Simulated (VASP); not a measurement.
Here is a VASP 6.6.1 calculation.

Contents of INCAR:

```
SYSTEM = BiTe
PREC = Accurate
ENCUT = 520
EDIFF = 1E-6
ISMEAR = 0
SIGMA = 0.15
LREAL = .FALSE.
LASPH = .TRUE.
NELM = 60
ALGO = Normal
ISIF = 2
LWAVE = .FALSE.
LCHARG = .FALSE.
GGA = PE
NBANDS = 18
```

File KPOINTS:

```
regular mesh
0
G
  14 14 14
  0 0 0
```

File POSCAR:

```
BiTe
1.0
    0.0000000000      2.9641021581      3.8533328055
    2.9641021581      0.0000000000      3.8533328055
    2.9641021581      2.9641021581      0.0000000000
Bi Te
1 1
Direct
    0.0000000000      0.0000000000      0.0000000000
    0.5000000000      0.5000000000      0.5000000000
```

Potentials or basis: VASP PAW PBE potentials, release 64 (Bi_d, Te).

Command:

```bash
$ cat potpaw_PBE.64/Bi_d/POTCAR potpaw_PBE.64/Te/POTCAR > POTCAR
$ mpirun -np 1 vasp_std > vasp.out
```

**Question.** What does it give for the band gap on the k mesh?

**Answer.** Zero (an odd number of electrons rules out a gap without spin polarisation).

**Question.** What does it give for the pressure?

**Answer.** 6.5 GPa.

Stress tensor (GPa, compression positive):
```
10.76  0.00  0.00
 0.00 10.76  0.00
 0.00  0.00 -1.94
```

Caveat: the cell stands under pressure; spin-orbit coupling is left out, which moves the levels of the heavy elements.
